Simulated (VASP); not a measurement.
## AlCo: single point with PBE

Crystal: AlCo.

```
CELL_PARAMETERS angstrom
2.77161 0.00000 0.00000
0.00000 2.77161 0.00000
0.00000 0.00000 2.77161
ATOMIC_POSITIONS crystal
Al 0.00000 0.00000 0.00000
Co 0.50000 0.50000 0.50000
```

```
Program                : VASP 6.6.1
Task                   : single point
Functional             : PBE
Potentials or basis    : VASP PAW PBE potentials, release 64 (Al, Co)
Cutoff                 : 520 eV
k mesh                 : 10 × 10 × 10
Occupations            : methfessel-paxton, width 0.1 eV
Spin                   : collinear spin, ferromagnetic start
Starting moments       : [0.0, 3.2] μB
Dipole correction      : no
Further INCAR settings : ALGO = Normal; EDIFF = 1e-06; NBANDS = 17
```

```json
{
  "Pressure": "18.3 GPa",
  "Band gap on the k mesh": "zero (filled and empty bands overlap)",
  "Net moment": "0.00 μB per cell",
  "Valence electrons inside the program's atomic spheres": "Al 0.87; Co 8.62"
}
```

Levels at points of the mesh, in eV from the Fermi level:
Spin up:
| k point | band 3 | band 4 | band 5 | band 6 | band 7 | band 8 | band 9 | band 10 |
| --- | --- | --- | --- | --- | --- | --- | --- | --- |
| (0.00, 0.00, 0.00) | -3.38 | -0.97 | -0.97 | -0.97 | 6.39 | 6.39 | 6.39 | 9.07 |
| (0.50, 0.00, 0.00) | -2.71 | -1.94 | -1.94 | -0.84 | 0.20 | 8.48 | 11.08 | 11.08 |
| (0.50, 0.50, 0.00) | -2.87 | -2.87 | -1.73 | -1.73 | -0.29 | 2.67 | 3.94 | 13.73 |
| (0.50, 0.50, 0.50) | -4.37 | -0.25 | -0.25 | 2.37 | 2.37 | 2.37 | 4.90 | 5.77 |
Spin down:
```tsv
k point	band 2	band 3	band 4	band 5	band 6	band 7	band 8	band 9	band 10	band 11
(0.00, 0.00, 0.00)	-3.38	-3.38	-0.97	-0.97	-0.97	6.39	6.39	6.39	9.07	9.07
(0.50, 0.00, 0.00)	-7.08	-2.71	-1.94	-1.94	-0.84	0.20	8.48	11.08	11.08	12.56
(0.50, 0.50, 0.00)	-3.42	-2.87	-2.87	-1.73	-1.73	-0.29	2.67	3.94	13.73	16.57
(0.50, 0.50, 0.50)	-4.37	-4.37	-0.25	-0.25	2.37	2.37	2.37	4.90	5.77	5.77
```

It took 63 s on 1 thread of Intel Xeon 8259CL, on a shared host, peak memory 0.17 GiB.

Caveat: the cell stands under pressure.
